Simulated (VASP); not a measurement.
# Si4O7 (a cell with a defect) in VASP: further runs

The runs below take Si4O7 (a cell with a defect) through single point, with PBE.

Everything below comes from runs of VASP 6.6.1. Logs are shortened: lines on timing, memory, paths and dates and some standing lists are left out, and cuts for length are marked.

## Step 1: The cell of the first run

The cell holds a defect, 11 atoms: a = 5.080 Å, b = 5.080 Å, c = 7.091 Å, α = 90.00°, β = 90.00°, γ = 90.00°.

## Step 2: Single point, PBE

Contents of INCAR:

```
SYSTEM = Si4O7
ALGO = Normal ; EDIFF = 1E-6
ENCUT = 520 ; GGA = PE
ISIF = 2 ; ISMEAR = 0
LASPH = .TRUE. ; LCHARG = .FALSE.
LREAL = .FALSE. ; LWAVE = .FALSE.
NBANDS = 40 ; NELM = 100
PREC = Accurate ; SIGMA = 0.05
```

Contents of KPOINTS:

```
k-points
0
G
  4 4 4
  0 0 0
```

Contents of POSCAR:

```
Si4O7
1.0
    5.0799801732      0.0000000000      0.0000000000
    0.0000000000      5.0799801732      0.0000000000
    0.0000000000      0.0000000000      7.0914769300
Si O
4 7
Direct
    0.2944292339      0.2944292339      0.0000000000
    0.2055707661      0.7944292339      0.2500000000
    0.7055707661      0.7055707661      0.5000000000
    0.7944292339      0.2055707661      0.7500000000
    0.4053663613      0.7409644515      0.4248320116
    0.7590355485      0.9053663613      0.6748320116
    0.5946336387      0.2590355485      0.9248320116
    0.7409644515      0.4053663613      0.5751679884
    0.9716020069      0.7672023439      0.2954967811
    0.2590355485      0.5946336387      0.0751679884
    0.0946336387      0.2409644515      0.8251679884
```

Potentials or basis: VASP PAW PBE potentials, release 64 (Si, O).

On the command line:

```sh
$ cat potpaw_PBE.64/Si/POTCAR potpaw_PBE.64/O/POTCAR > POTCAR
$ mpirun -np 1 vasp_std > vasp.out
```

OUTCAR:

```text
SYSTEM = Si4O7
   EDIFF = 1E-6
   ENCUT = 520
   GGA = PE
   ISIF = 2
   ISMEAR = 0
   LASPH = .TRUE.
   LREAL = .FALSE.
   NELM = 100
   PREC = Accurate

 ion  position               nearest neighbor table
   1  0.294  0.294  0.000-  11 1.63  10 1.63   7 1.63   4 3.13   2 3.13   2 3.13   4 3.13
   2  0.206  0.794  0.250-   9 1.24   5 1.63  10 1.63   3 3.13   1 3.13   1 3.13   3 3.13
   3  0.706  0.706  0.500-   6 1.63   5 1.63   8 1.63   9 2.01   2 3.13   4 3.13   4 3.13   2 3.13

   4  0.794  0.206  0.750-   7 1.63   8 1.63   6 1.63  11 1.63   1 3.13   3 3.13   3 3.13   1 3.13

   5  0.405  0.741  0.425-   2 1.63   3 1.63
   6  0.759  0.905  0.675-   3 1.63   4 1.63
   7  0.595  0.259  0.925-   4 1.63   1 1.63
   8  0.741  0.405  0.575-   4 1.63   3 1.63
   9  0.972  0.767  0.295-   2 1.24   3 2.01
  10  0.259  0.595  0.075-   2 1.63   1 1.63
  11  0.095  0.241  0.825-   1 1.63   4 1.63

 -----------------------------------------------------------------------------
|                                                                             |
|           W    W    AA    RRRRR   N    N  II  N    N   GGGG   !!!           |
|           W    W   A  A   R    R  NN   N  II  NN   N  G    G  !!!           |
|           W    W  A    A  R    R  N N  N  II  N N  N  G       !!!           |
|           W WW W  AAAAAA  RRRRR   N  N N  II  N  N N  G  GGG   !            |
|           WW  WW  A    A  R   R   N   NN  II  N   NN  G    G                |
|           W    W  A    A  R    R  N    N  II  N    N   GGGG   !!!           |
|                                                                             |
|     The distance between some ions is very small. Please check the          |
|     nearest-neighbor list in the OUTCAR file.                               |
|     I HOPE YOU KNOW WHAT YOU ARE DOING!                                     |
|                                                                             |
 -----------------------------------------------------------------------------

  LATTYP: Found a simple tetragonal cell.
 ALAT       =     5.0799801732
 C/A-ratio  =     1.3959654739

  Lattice vectors:

 A1 = (   5.0799801732,   0.0000000000,   0.0000000000)
 A2 = (   0.0000000000,   5.0799801732,   0.0000000000)
 A3 = (   0.0000000000,   0.0000000000,   7.0914769300)

Analysis of symmetry for initial positions (statically):
=====================================================================
 Subroutine PRICEL returns:
 Original cell was already a primitive cell.

 Routine SETGRP: Setting up the symmetry group for a
 simple tetragonal supercell.

 Subroutine GETGRP returns: Found  1 space group operations
 (whereof  1 operations were pure point group operations)
 out of a pool of 16 trial point group operations.

The static configuration has the point symmetry C_1 .

Analysis of symmetry for dynamics (positions and initial velocities):
=====================================================================
 Subroutine PRICEL returns:
 Original cell was already a primitive cell.

 Routine SETGRP: Setting up the symmetry group for a
 simple tetragonal supercell.

 Subroutine GETGRP returns: Found  1 space group operations
 (whereof  1 operations were pure point group operations)
 out of a pool of 16 trial point group operations.

The dynamic configuration has the point symmetry C_1 .

 Subroutine INISYM returns: Found  1 space group operations
 (whereof  1 operations are pure point group operations),
 and found     1 'primitive' translations

----------------------------------------------------------------------------------------

                                     Primitive cell

  volume of cell :     183.0041

  direct lattice vectors                    reciprocal lattice vectors
     5.079980173  0.000000000  0.000000000     0.196851162  0.000000000  0.000000000
     0.000000000  5.079980173  0.000000000     0.000000000  0.196851162  0.000000000
     0.000000000  0.000000000  7.091476930     0.000000000  0.000000000  0.141014349

  length of vectors
     5.079980173  5.079980173  7.091476930     0.196851162  0.196851162  0.141014349

  position of ions in fractional coordinates (direct lattice)
     0.294429234  0.294429234  0.000000000
     0.205570766  0.794429234  0.250000000
     0.705570766  0.705570766  0.500000000
     0.794429234  0.205570766  0.750000000
     0.405366361  0.740964451  0.424832012
     0.759035549  0.905366361  0.674832012
     0.594633639  0.259035549  0.924832012
     0.740964451  0.405366361  0.575167988
     0.971602007  0.767202344  0.295496781
     0.259035549  0.594633639  0.075167988
     0.094633639  0.240964451  0.825167988

  ion indices of the primitive-cell ions
   primitive index   ion index
                 1           1
                 2           2
                 3           3
                 4           4
                 5           5
                 6           6
                 7           7
                 8           8
                 9           9
                10          10
                11          11

----------------------------------------------------------------------------------------

 KPOINTS: k-points

Automatic generation of k-mesh.
 Grid dimensions read from file:
 generate k-points for:    4    4    4

 Generating k-lattice:

  Cartesian coordinates                     Fractional coordinates (reciprocal lattice)
     0.049212790  0.000000000  0.000000000     0.250000000  0.000000000  0.000000000
     0.000000000  0.049212790  0.000000000     0.000000000  0.250000000  0.000000000
     0.000000000  0.000000000  0.035253587     0.000000000  0.000000000  0.250000000

  Length of vectors
     0.049212790  0.049212790  0.035253587

  Shift w.r.t. Gamma in fractional coordinates (k-lattice)
     0.000000000  0.000000000  0.000000000

 Subroutine IBZKPT returns following result:
 ===========================================

 Found     36 irreducible k-points:

 Following reciprocal coordinates:
            Coordinates               Weight
  0.000000  0.000000  0.000000      1.000000
  0.250000  0.000000  0.000000      2.000000
  0.000000  0.250000  0.000000      2.000000
  0.500000  0.000000  0.000000      1.000000
  0.000000  0.500000  0.000000      1.000000
  0.250000  0.250000  0.000000      2.000000
[... 16 lines left out ...]
 -0.250000  0.500000  0.250000      2.000000
  0.500000 -0.250000  0.250000      2.000000
 [... further k-points ...]
   k-points           NKPTS =     36   k-points in BZ     NKDIM =     36   number of bands    NBANDS=     40
   number of dos      NEDOS =    301   number of ions     NIONS =     11
   total plane-waves  NPLWV =  86400
   dimension x,y,z NGX =    40 NGY =   40 NGZ =   54
   dimension x,y,z NGXF=    80 NGYF=   80 NGZF=  108
   ions per type =               4   7
   NGX,Y,Z   is equivalent  to a cutoff of  13.09, 13.09, 12.66 a.u.
   NGXF,Y,Z  is equivalent  to a cutoff of  26.18, 26.18, 25.32 a.u.
 SYSTEM =  Si4O7
   PREC   = accura    normal or accurate (medium, high low for compatibility)
   ISTART =      0    job   : 0-new  1-cont  2-samecut
   ICHARG =      2    charge: 1-file 2-atom 10-const
   ISPIN  =      1    spin polarized calculation?
   LNONCOLLINEAR =      F non collinear calculations
   LSORBIT =      F    spin-orbit coupling
   LASPH  =      T    aspherical Exc in radial PAW
   ENCUT  =  520.0 eV  38.22 Ry    6.18 a.u.   9.45  9.45 13.19*2*pi/ulx,y,z
   NELM   =    100;   NELMIN=  2; NELMDL= -5     # of ELM steps
   EDIFF  = 0.1E-05   stopping-criterion for ELM
   LREAL  =      F    real-space projection
   EDIFFG = 0.1E-04   stopping-criterion for IOM
   NSW    =      0    number of steps for IOM
   IBRION =     -1    ionic relax: 0-MD 1-quasi-New 2-CG
   NFREE  =      0    steps in history (QN), initial steepest desc. (CG)
   ISIF   =      2    stress and relaxation
   ISYM   =      2    0-nonsym 1-usesym 2-fastsym
   POTIM  = 0.5000    time-step for ionic-motion
   TEBEG  =    0.0;   TEEND  =   0.0 temperature during run
   PSTRESS=    0.0 pullay stress
   NELECT =      58.0000    total number of electrons
   NUPDOWN=      -1.0000    fix difference up-down
   EMIN   =  10.00;   EMAX   =-10.00  energy-range for DOS
   EFERMI =   0.00;   METHOD = LEGACY
   ISMEAR =     0;   SIGMA  =   0.05  broadening in eV -4-tet -1-fermi 0-gaus
   EFERMI_NEDOS =   21; number of points for ismear=-14 and -15
   IALGO  =     38    algorithm
   IMIX   =      4    mixing-type and parameters
     AMIX     =   0.40;   BMIX     =  1.00
     AMIX_MAG =   1.60;   BMIX_MAG =  1.00
  volume/ion in A,a.u.               =      16.64       112.27
  Fermi-wavevector in a.u.,A,eV,Ry     =   1.116171  2.109257 16.950639  1.245837
  Thomas-Fermi vector in A             =   2.252782
   LORBIT       =      0    0 simple, 1 ext, 2 COOP (PROOUT), +10 PAW based schemes
   GGA     = PE    functional components
   LHFCALC =     F    Hartree Fock is set to
   AEXX    =    0.0000 exact exchange contribution
   IVDW    =     0    specifies the selected vdW correction
   LEPSILON=     F    determine dielectric tensor
   LRPA    =     F    only Hartree local field effects (RPA)
 non-spin polarized calculation
 Gauss-broadening in eV      SIGMA  =   0.05
  energy-cutoff  :      520.00
  volume of cell :      183.00
 maximum number of plane-waves:      4954
 NGX is ok and might be reduce to    40
   NGX = 19   NGY = 19   NGZ = 27

 number of electron      57.9999988 magnetization

 Free energy of the ion-electron system (eV)
  ---------------------------------------------------
  ext. energy  EPLUGINS =         0.00000000
  ---------------------------------------------------
  free energy    TOTEN  =       -77.59026082 eV

  energy without entropy =      -77.59026082  energy(sigma->0) =      -77.59026082

 E-fermi :   2.4718     XC(G=0):  -7.8923

 val. band max:        2.2577558119   @ k =   0.5000   0.5000   0.5000
 cond. band min:       4.6035772737   @ k =   0.0000   0.0000   0.5000
 fundamental gap:      2.3458214618
 Fermi energy:         2.4717713921

 k-point     1 :       0.0000    0.0000    0.0000
  band No.  band energies     occupation
      1     -20.1597      2.00000
      2     -19.6200      2.00000
      3     -18.7709      2.00000
      4     -18.4438      2.00000
      5     -18.3846      2.00000
      6     -17.7037      2.00000
[... 32 lines left out ...]
     39       9.7758      0.00000
     40      10.3221      0.00000

 k-point     2 :       0.2500    0.0000    0.0000
  band No.  band energies     occupation
      1     -20.0653      2.00000
      2     -19.6618      2.00000
      3     -18.7268      2.00000
      4     -18.4436      2.00000
      5     -18.4082      2.00000
      6     -17.8829      2.00000
[... 32 lines left out ...]
     39       9.7579      0.00000
     40      10.0772      0.00000

 k-point     3 :       0.0000    0.2500    0.0000
  band No.  band energies     occupation
      1     -20.0960      2.00000
      2     -19.5719      2.00000
      3     -18.9073      2.00000
      4     -18.4698      2.00000
      5     -18.3696      2.00000
      6     -17.7034      2.00000
[... 853 lines left out ...]
  band No.  band energies     occupation
      1     -19.9458      2.00000
      2     -19.3952      2.00000
      3     -19.2110      2.00000
      4     -18.4701      2.00000
      5     -18.3753      2.00000
      6     -17.8633      2.00000
[... 32 lines left out ...]
     39       9.4111      0.00000
     40      10.0878      0.00000

 k-point    24 :       0.5000   -0.2500    0.2500
  band No.  band energies     occupation
      1     -19.8346      2.00000
      2     -19.7039      2.00000
      3     -18.8727      2.00000
      4     -18.4612      2.00000
      5     -18.3976      2.00000
      6     -18.0389      2.00000
[... 32 lines left out ...]
     39       9.7308      0.00000
     40      10.0029      0.00000

 [... further k-points ...]

------------------------ aborting loop because EDIFF is reached ----------------------------------------

  FORCE on cell =-STRESS in cart. coord.  units (eV):
  Direction    XX          YY          ZZ          XY          YZ          ZX
  --------------------------------------------------------------------------------------
  -------------------------------------------------------------------------------------
  Total       40.6016358     -2.9168538      0.1580162      2.1292487      3.4940746     -7.3109004
  in kB      355.4621674    -25.5366845      1.3834122     18.6413022     30.5901796    -64.0060045
  external PRESSURE =     110.4362983 kB  Pullay stress =       0.0000000 kB

 VOLUME and BASIS-vectors are now :
 -----------------------------------------------------------------------------
  energy-cutoff  :      520.00
  volume of cell :      183.00
      direct lattice vectors                 reciprocal lattice vectors
     5.079980173  0.000000000  0.000000000     0.196851162  0.000000000  0.000000000
     0.000000000  5.079980173  0.000000000     0.000000000  0.196851162  0.000000000
     0.000000000  0.000000000  7.091476930     0.000000000  0.000000000  0.141014349

 POSITION                                       TOTAL-FORCE (eV/Angst)
 -----------------------------------------------------------------------------------
      1.49569      1.49569      0.00000        -0.395367     -2.023319      2.385020
      1.04430      4.03568      1.77287        33.125347      5.915860    -11.796430
      3.58429      3.58429      3.54574         0.810628      0.200582     -1.140531
      4.03568      1.04430      5.31861         0.389528      0.274295      1.101738
      2.05925      3.76408      3.01269         2.179772     -0.077622      0.709531
      3.85589      4.59924      4.78556         0.202250     -0.512669     -0.994065
      3.02073      1.31590      6.55842         0.793367      0.021991     -0.787273
      3.76408      2.05925      4.07879         0.175398      0.711040     -0.934067
      4.93572      3.89737      2.09551       -37.765052     -3.937637     13.355814
      1.31590      3.02073      0.53305         1.031908     -0.596620     -0.952794
      0.48074      1.22409      5.85166        -0.547779      0.024098     -0.946945
 -----------------------------------------------------------------------------------
    total drift:                                0.000497     -0.000459     -0.000358

  FREE ENERGIE OF THE ION-ELECTRON SYSTEM (eV)
  ---------------------------------------------------
  free  energy   TOTEN  =       -77.5902608207 eV

  energy  without entropy=      -77.5902608207  energy(sigma->0) =      -77.59026082
```

Run time: 3.9 min. Hardware: 1 thread of Intel Xeon Platinum 8559C (Emerald Rapids), shared host; peak memory 0.37 GiB.

What came out:

```yaml
Free_energy: -77.5903 eV
Pressure: 11.0 GPa
Largest_force: 40.250 eV/Å
Band_gap_on_the_k_mesh: 2.35 eV
```

Forces on the atoms (eV/Å):
```
Si   -0.395  -2.023   2.385
Si   33.125   5.916 -11.796
Si    0.811   0.201  -1.141
Si    0.390   0.274   1.102
O     2.180  -0.078   0.710
O     0.202  -0.513  -0.994
O     0.793   0.022  -0.787
O     0.175   0.711  -0.934
O   -37.765  -3.938  13.356
O     1.032  -0.597  -0.953
O    -0.548   0.024  -0.947
```

Stress tensor (GPa, compression positive):
```
35.55  1.86 -6.40
 1.86 -2.55  3.06
-6.40  3.06  0.14
```

Caveat: the cell differs from its parent crystal (atoms taken out, atom 9 moved 0.125 of the way to it and -0.225 Å across, host rigid).

## Step 3: Single point, PBE

Contents of INCAR:

```
SYSTEM = Si4O7
ALGO     = Normal         ! electronic algorithm
EDIFF    = 1E-6           ! SCF threshold, eV
ENCUT    = 520            ! plane-wave cutoff, eV
GGA      = PE             ! functional
ISIF     = 2              ! what is computed and relaxed
ISMEAR   = 0              ! smearing method
LASPH    = .True.         ! aspherical terms in the spheres
LCHARG   = .False.        ! write CHGCAR
LREAL    = .False.        ! projectors in reciprocal space
LWAVE    = .False.        ! write WAVECAR
NBANDS   = 40             ! bands
NELM     = 60             ! most SCF steps
PREC     = Accurate       ! precision mode
SIGMA    = 0.05           ! smearing width, eV
```

Contents of KPOINTS:

```
k-points
0
Gamma
  4 4 4
  0 0 0
```

POSCAR, as its differences from that of step 2:

```diff
@@ -16,3 +16,3 @@
     0.7409644515      0.4053663613      0.5751679884
-    0.9716020069      0.7672023439      0.2954967811
+    1.0025098989      0.6239036850      0.2816511477
     0.2590355485      0.5946336387      0.0751679884
```

Potentials or basis: VASP PAW PBE potentials, release 64 (Si, O).

On the command line:

```sh
$ cat potpaw_PBE.64/Si/POTCAR potpaw_PBE.64/O/POTCAR > POTCAR
$ mpirun -np 1 vasp_std > vasp.out
```

Wall time 4.2 min (1 thread of Intel Xeon Platinum 8559C (Emerald Rapids), shared host); peak memory 0.37 GiB.

It converged, with:

* Free energy: -78.1844 eV
* Pressure: 7.1 GPa
* Largest force: 22.628 eV/Å
* Band gap on the k mesh: 2.33 eV

Forces on the atoms (eV/Å):
```
Si   -0.415  -0.804   1.590
Si   12.220  11.340  -4.680
Si    1.091  -1.542  -1.042
Si    0.184   0.561   0.454
O     2.592   0.591   0.873
O     0.296  -0.343  -0.794
O     0.379  -0.266  -0.250
O    -0.168  -0.019   0.133
O   -19.498  -8.112   8.127
O     3.600  -1.276  -3.987
O    -0.281  -0.130  -0.425
```

Stress tensor (GPa, compression positive):
```
15.07  9.85 -1.95
 9.85  3.48  0.35
-1.95  0.35  2.85
```

Levels at points of the mesh, in eV from the valence-band top:
```csv
k point,band 26,band 27,band 28,band 29,band 30,band 31,band 32,band 33
"(0.00, 0.00, 0.00)",-2.59,-2.35,-1.49,-1.11,2.39,3.41,5.36,6.01
"(0.50, 0.00, 0.00)",-2.89,-2.54,-1.34,-0.96,2.73,3.32,4.99,5.78
"(0.00, 0.50, 0.00)",-2.82,-2.29,-1.59,-0.06,2.45,2.97,5.21,5.69
"(0.50, 0.50, 0.00)",-2.88,-2.51,-1.21,-0.07,2.74,2.92,4.67,5.43
"(0.00, 0.00, 0.50)",-2.77,-2.28,-1.65,-0.97,2.33,3.47,5.22,5.93
"(0.50, 0.00, 0.50)",-2.74,-2.58,-1.32,-0.99,2.79,3.20,4.89,5.72
"(0.00, 0.50, 0.50)",-2.70,-2.29,-1.43,-0.12,2.52,2.95,5.03,5.66
"(0.50, 0.50, 0.50)",-2.95,-2.50,-1.31,0.00,2.69,2.95,4.87,5.18
```

Caveat: the cell differs from its parent crystal (atoms taken out, atom 9 moved 0.000 of the way to it and -0.900 Å across, host rigid).

(Part 1 of 2 ends here.)
